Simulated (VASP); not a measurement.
Here is a VASP 6.6.1 calculation.

Contents of INCAR:

```
  PREC = Accurate
  ENCUT = 500
  EDIFF = 1E-7
  ISMEAR = 0
  SIGMA = 0.05
  LREAL = False
  LASPH = True
  NELM = 200
  ALGO = Normal
  ISIF = 4
  LWAVE = False
  LCHARG = False
  ISPIN = 2
  MAGMOM = 0.05 0.05 0 0 0 0
  LORBIT = 11
  LMAXMIX = 4
  GGA = RE
  IVDW = 13
  IBRION = 2
  NSW = 60
  EDIFFG = -0.01
  GGA_COMPAT = False
  NELMIN = 4
```

The input KPOINTS:

```
regular mesh
0
Gamma
  8 8 2
```

File POSCAR:

```
MoS2
1.0
    3.1165588092      0.0000000000      0.0000000000
   -1.5582794046      2.6990191012      0.0000000000
    0.0000000000      0.0000000000     11.7400386492
Mo S
2 4
Direct
    0.3333333333      0.6666666667      0.2500000000
    0.6666666667      0.3333333333      0.7500000000
    0.3333333333      0.6666666667      0.6173948370
    0.6666666667      0.3333333333      0.1173948370
    0.3333333333      0.6666666667      0.8826051630
    0.6666666667      0.3333333333      0.3826051630
```

Potentials or basis: VASP PAW PBE potentials, release 64 (Mo_sv, S).

Run with:

```bash
$ cat potpaw_PBE.64/Mo_sv/POTCAR potpaw_PBE.64/S/POTCAR > POTCAR
$ mpirun -np 1 vasp_std > vasp.out
```

Problem. Estimate the dispersion energy per atom.

Solution. -0.848 eV.

Problem. Predict the net moment.

Solution. 0.00 μB per cell.

Final structure:
```
CELL_PARAMETERS angstrom
3.12511 0.00000 0.00000
-1.56256 2.70643 0.00000
0.00000 0.00000 11.67585
ATOMIC_POSITIONS crystal
Mo 0.33333 0.66667 0.25000
Mo 0.66667 0.33333 0.75000
S 0.33333 0.66667 0.61583
S 0.66667 0.33333 0.11583
S 0.33333 0.66667 0.88417
S 0.66667 0.33333 0.38417
```
